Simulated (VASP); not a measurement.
# Sn (P6_3/mmc) in VASP: a series of runs, part 3 of 3

VASP 6.6.1. The steps go on from the part before.

### 5 Single point, BLYP

This run uses another cell than the first one, of 30.66 Å³/atom, 1.136 times its volume.

Input file INCAR:

```
PREC = Accurate
ENCUT = 520
EDIFF = 1E-6
ISMEAR = -1
SIGMA = 0.1
LREAL = F
LASPH = T
NELM = 100
ALGO = Normal
ISIF = 2
LWAVE = F
LCHARG = F
GGA = B5
ALDAX = 1.0
AGGAX = 1.0
AGGAC = 1.0
ALDAC = 0.0
NBANDS = 21
```

Input file KPOINTS:

```
Automatic mesh
0
Gamma
  12 12 6
```

Input file POSCAR:

```
Sn
1.0
    3.4933755466      0.0000000000      0.0000000000
   -1.7466877733      3.0253519683      0.0000000000
    0.0000000000      0.0000000000      5.8021862158
Sn
2
Direct
    0.3333333333      0.6666666667      0.2500000000
    0.6666666667      0.3333333333      0.7500000000
```

Potentials or basis: VASP PAW PBE potentials, release 64 (Sn_d).

Launch:

```
$ cat potpaw_PBE.64/Sn_d/POTCAR > POTCAR
$ mpirun -np 1 vasp_std > vasp.out
```

OUTCAR:

```text
PREC = Accurate
   ENCUT = 520
   EDIFF = 1E-6
   ISMEAR = -1
   LREAL = F
   LASPH = T
   NELM = 100
   ISIF = 2
   GGA = B5

 ion  position               nearest neighbor table
   1  0.333  0.667  0.250-   2 3.53   2 3.53   2 3.53   2 3.53   2 3.53   2 3.53
   2  0.667  0.333  0.750-   1 3.53   1 3.53   1 3.53   1 3.53   1 3.53   1 3.53

  LATTYP: Found a hexagonal cell.
 ALAT       =     3.4933755466
 C/A-ratio  =     1.6609110983

  Lattice vectors:

 A1 = (   3.4933755466,   0.0000000000,   0.0000000000)
 A2 = (  -1.7466877733,   3.0253519683,   0.0000000000)
 A3 = (   0.0000000000,   0.0000000000,   5.8021862158)

Analysis of symmetry for initial positions (statically):
=====================================================================
 Subroutine PRICEL returns:
 Original cell was already a primitive cell.

 Routine SETGRP: Setting up the symmetry group for a
 hexagonal supercell.

 Subroutine GETGRP returns: Found 24 space group operations
 (whereof 12 operations were pure point group operations)
 out of a pool of 24 trial point group operations.

The static configuration has the point symmetry D_3d.
[... 153 lines left out ...]
 number of electron      27.9999997 magnetization

 Free energy of the ion-electron system (eV)
  ---------------------------------------------------
  ext. energy  EPLUGINS =         0.00000000
  ---------------------------------------------------
  free energy    TOTEN  =        -5.93684296 eV

  energy without entropy =       -5.89696084  energy(sigma->0) =       -5.91690190

 E-fermi :   7.1775     XC(G=0):  -9.2047

 val. band max:        7.1390421412   @ k =   0.4167   0.1667   0.3333
 cond. band min:       7.1797761279   @ k =   0.3333   0.2500   0.3333
 fundamental gap:      0.0407339867
 Fermi energy:         7.1775451083

 k-point     1 :       0.0000    0.0000    0.0000
  band No.  band energies     occupation
      1     -14.2950      2.00000
      2     -14.2858      2.00000
      3     -14.2822      2.00000
      4     -14.2822      2.00000
      5     -14.2760      2.00000
      6     -14.2760      2.00000
[... 565 lines left out ...]
     20      15.2012      0.00000
     21      16.5073      0.00000

 [... further k-points ...]
[... 5 lines left out ...]
  --------------------------------------------------------------------------------------
  -------------------------------------------------------------------------------------
  Total        0.0472281      0.0472281     -0.0693888      0.0000000      0.0000000     -0.0000000
  in kB        1.2339512      1.2339512     -1.8129543      0.0000000      0.0000000     -0.0000000
  external PRESSURE =       0.2183160 kB  Pullay stress =       0.0000000 kB

 VOLUME and BASIS-vectors are now :
 -----------------------------------------------------------------------------
  energy-cutoff  :      520.00
  volume of cell :       61.32
      direct lattice vectors                 reciprocal lattice vectors
     3.493375547  0.000000000  0.000000000     0.286256083  0.165270027  0.000000000
    -1.746687773  3.025351968  0.000000000     0.000000000  0.330540053  0.000000000
     0.000000000  0.000000000  5.802186216     0.000000000  0.000000000  0.172348829

 POSITION                                       TOTAL-FORCE (eV/Angst)
 -----------------------------------------------------------------------------------
     -0.00000      2.01690      1.45055         0.000000     -0.000000      0.000000
      1.74669      1.00845      4.35164        -0.000000      0.000000      0.000000
 -----------------------------------------------------------------------------------
    total drift:                               -0.000000      0.000000     -0.000000

  FREE ENERGIE OF THE ION-ELECTRON SYSTEM (eV)
  ---------------------------------------------------
  free  energy   TOTEN  =        -5.9368429639 eV

  energy  without entropy=       -5.8969608402  energy(sigma->0) =       -5.91690190
```

OSZICAR:

```text
N       E                     dE             d eps       ncg     rms          rms(c)
DAV:   1     0.226244479594E+03    0.22624E+03   -0.14795E+04  3235   0.201E+03
DAV:   2     0.184697873382E+02   -0.20777E+03   -0.20339E+03  3227   0.453E+02
DAV:   3    -0.518623679171E+01   -0.23656E+02   -0.23437E+02  3714   0.137E+02
DAV:   4    -0.593226693112E+01   -0.74603E+00   -0.74562E+00  3632   0.268E+01
DAV:   5    -0.595955015086E+01   -0.27283E-01   -0.27283E-01  4566   0.514E+00    0.140E+00
DAV:   6    -0.594030817336E+01    0.19242E-01   -0.39147E-02  4300   0.258E+00    0.713E-01
DAV:   7    -0.593684426078E+01    0.34639E-02   -0.16553E-02  4360   0.161E+00    0.123E-01
DAV:   8    -0.593681288063E+01    0.31380E-04   -0.11727E-03  3715   0.442E-01    0.178E-02
DAV:   9    -0.593683907938E+01   -0.26199E-04   -0.52846E-05  4350   0.599E-02    0.571E-03
DAV:  10    -0.593684314730E+01   -0.40679E-05   -0.47045E-06  3084   0.161E-02    0.762E-04
DAV:  11    -0.593684296391E+01    0.18339E-06   -0.19480E-07  2226   0.426E-03
   1 F= -.59368430E+01 E0= -.59169019E+01  d E =-.398821E-01
```

stdout:

```text
POSCAR found type information on POSCAR Sn
 POSCAR found :  1 types and       2 ions
 scaLAPACK will be used
 -----------------------------------------------------------------------------
|                                                                             |
|                                                                             |
|     You enforced a specific xc type in the INCAR file but a different       |
|     I HOPE YOU KNOW WHAT YOU ARE DOING!                                     |
|                                                                             |
 -----------------------------------------------------------------------------

 LDA part: xc-table for (Slater(with rela. corr.)+VWN5), standard interpolation
 POSCAR, INCAR and KPOINTS ok, starting setup
 FFT: planning ... GRIDC
 FFT: planning ... GRID_SOFT
 FFT: planning ... GRID
 WAVECAR not read
 entering main loop
```

Wall time 2.9 min (1 thread of AMD EPYC 7R13 (Zen 3), shared host); peak memory 0.19 GiB.

Results:

```yaml
Free_energy: -5.9368 eV
Pressure: 0.0 GPa
Band_gap_on_the_k_mesh: zero (band 14 reaches 12.32 eV, above the bottom of band 15 at 5.13 eV)
```

Stress tensor (GPa, compression positive):
```
 0.12  0.00  0.00
 0.00  0.12  0.00
 0.00  0.00 -0.18
```

Caveat: the PAW data sets were made with another functional, which shifts forces and pressure a little; spin-orbit coupling is left out, which moves the levels of the heavy elements.

### 6 Single point, BLYP (volume scaled by 1.04)

Input file INCAR:

```
PREC = Accurate
ENCUT = 520
EDIFF = 1E-7
ISMEAR = -1
SIGMA = 0.1
LREAL = False
LASPH = True
NELM = 60
ALGO = Normal
ISIF = 2
LWAVE = False
LCHARG = False
GGA = B5
ALDAX = 1.0
AGGAX = 1.0
AGGAC = 1.0
ALDAC = 0.0
NBANDS = 21
```

Input file KPOINTS:

```
regular mesh
0
Gamma
  12 12 6
```

Input file POSCAR:

```
Sn
1.0
    3.5393462862      0.0000000000      0.0000000000
   -1.7696731431      3.0651637966      0.0000000000
    0.0000000000      0.0000000000      5.8785395273
Sn
2
Direct
    0.3333333333      0.6666666667      0.2500000000
    0.6666666667      0.3333333333      0.7500000000
```

Potentials or basis: VASP PAW PBE potentials, release 64 (Sn_d).

Launch:

```
$ cat potpaw_PBE.64/Sn_d/POTCAR > POTCAR
$ mpirun -np 1 vasp_std > vasp.out
```

Wall time 3.2 min (1 thread of AMD EPYC 7R13 (Zen 3), shared host); peak memory 0.19 GiB.

The run converged. Its results:

* Free energy: -5.9283 eV
* Pressure: -1.3 GPa
* Band gap on the k mesh: zero (band 14 reaches 11.68 eV, above the bottom of band 15 at 4.81 eV)

Stress tensor (GPa, compression positive):
```
-1.19  0.00  0.00
 0.00 -1.19  0.00
 0.00  0.00 -1.36
```

Levels at points of the mesh, in eV from the Fermi level:
| k point | band 10 | band 11 | band 12 | band 13 | band 14 | band 15 | band 16 | band 17 | band 18 | band 19 |
| --- | --- | --- | --- | --- | --- | --- | --- | --- | --- | --- |
| (0.00, 0.00, 0.00) | -21.38 | -10.06 | -6.82 | -3.74 | 4.87 | 4.87 | 6.09 | 6.26 | 6.26 | 8.87 |
| (0.50, 0.00, 0.00) | -21.37 | -6.81 | -5.69 | -2.46 | -1.38 | -0.50 | 1.43 | 1.94 | 4.73 | 5.78 |
| (0.00, 0.00, 0.50) | -21.40 | -9.00 | -9.00 | 0.61 | 0.61 | 5.55 | 5.55 | 5.55 | 5.55 | 9.67 |
| (0.50, 0.00, 0.50) | -21.37 | -6.06 | -6.06 | -3.27 | -3.27 | 2.99 | 2.99 | 3.01 | 3.01 | 6.89 |

Caveat: the cell differs from its parent crystal (volume scaled by 1.04); the PAW data sets were made with another functional, which shifts forces and pressure a little; spin-orbit coupling is left out, which moves the levels of the heavy elements.

### 7 Summary

| cell | gap on the mesh (eV) | pressure (GPa) |
| --- | --- | --- |
| a = 3.348, b = 3.348, c = 5.560 Å, angles 90.0, 90.0, 120.0°, 2 atoms | none | 6.2 |
| a = 3.398, b = 3.398, c = 5.643 Å, angles 90.0, 90.0, 120.0°, 2 atoms | none | 3.6 |
| a = 3.446, b = 3.446, c = 5.724 Å, angles 90.0, 90.0, 120.0°, 2 atoms | none | 1.6 |
| a = 3.493, b = 3.493, c = 5.802 Å, angles 90.0, 90.0, 120.0°, 2 atoms | none | 0.0 |
| a = 3.539, b = 3.539, c = 5.879 Å, angles 90.0, 90.0, 120.0°, 2 atoms | none | -1.3 |

Alike in all rows: task single point; level BLYP; potentials or basis VASP PAW PBE potentials, release 64 (Sn_d); no spin polarisation; k mesh 12 × 12 × 6; cutoff (eV) 520; smearing fermi-dirac 0.1 eV.

Caveats: the PAW data sets were made with another functional, which shifts forces and pressure a little; spin-orbit coupling is left out, which moves the levels of the heavy elements.

Absolute energies hang on the potentials; compare differences alone.
